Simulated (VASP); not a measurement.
Set up this calculation in VASP 6.6.1, as the native input.

```yaml
Task: single point
Functional: PBE
Potentials_or_basis: VASP PAW PBE potentials, release 64 (O, H, C)
Cutoff: 520 eV
k_mesh: 1 × 1 × 1
Occupations: fermi-dirac, width 0.05 eV
Spin: no spin polarisation
Dipole_correction: no
Further_INCAR_settings: LREAL = Auto; ALGO = Normal; EDIFF = 1e-06; NBANDS = 50
```

The structure of H14CO8 lies in POSCAR:

```
H14CO8
1.0
    6.2402510000      0.0000000000      0.0000000000
    0.0000000000      6.2402510000      0.0000000000
    0.0000000000      0.0000000000      6.2402510000
O H C
8 14 1
Direct
    0.7097631169      0.2361924224      0.7293136125
    0.4232522057      0.8298704651      0.3190897289
    0.0074355983      0.4608468473      0.9111492470
    0.7240413887      0.8672087068      0.9457952893
    0.2823924871      0.8156082183     -0.1398020689
    0.5094827115      0.3998236609      0.3276310520
    0.0401586411     -0.0661672103      0.5029605380
    0.1041144018      0.2312246735      0.3036416324
    0.5946555675      0.2504065942      0.8394854630
    0.7464122837      0.0783942825      0.7477744084
    0.5283120823      0.9192418702      0.2585312674
    0.4865829916      0.6814629732      0.3238651779
   -0.0908617298      0.3501782220      0.8564399092
    0.0674492100      0.4104001586      1.0548133400
    0.8127557690      0.7451302840      0.9690315341
    0.5839027949      0.8127878190      0.9149631962
    0.2876967609      0.8447897368      0.0145186468
    0.2016906051      0.6775688991     -0.1465165424
    0.3796321654      0.3373902748      0.3769239410
    0.6220422864      0.3391369995      0.4162813323
    0.1879091081     -0.0378991166      0.5580705007
   -0.1771403105      0.0853170810      0.3048274821
   -0.0131404971      0.0913264547      0.3658346435
```

The input as run:

INCAR

```
PREC     = Accurate       # precision mode
ENCUT    = 520            # plane-wave cutoff, eV
EDIFF    = 1E-6           # SCF threshold, eV
ISMEAR   = -1             # smearing method
SIGMA    = 0.05           # smearing width, eV
LREAL    = Auto         
LASPH    = T              # aspherical terms in the spheres
NELM     = 60             # most SCF steps
ALGO     = Normal         # electronic algorithm
ISIF     = 2              # what is computed and relaxed
LWAVE    = F              # write WAVECAR
LCHARG   = F              # write CHGCAR
GGA      = PE             # functional
NBANDS   = 50             # bands
```

KPOINTS

```
Automatic mesh
0
Gamma
  1 1 1
```

Potentials or basis: VASP PAW PBE potentials, release 64 (O, H, C).

Launch:

```sh
$ cat potpaw_PBE.64/O/POTCAR potpaw_PBE.64/H/POTCAR potpaw_PBE.64/C/POTCAR > POTCAR
$ mpirun -np 1 vasp_gam > vasp.out
```

It gave:

| Item | Value |
| --- | --- |
| Pressure | 1.5 GPa |
| Largest force | 2.514 eV/Å |

Caveat: the k points lie up to 1.01 Å⁻¹ apart.

Wall time 14 s on 1 thread of Intel(R) Xeon(R) 6975P-C (Granite Rapids), on a shared host, peak memory 0.31 GiB.
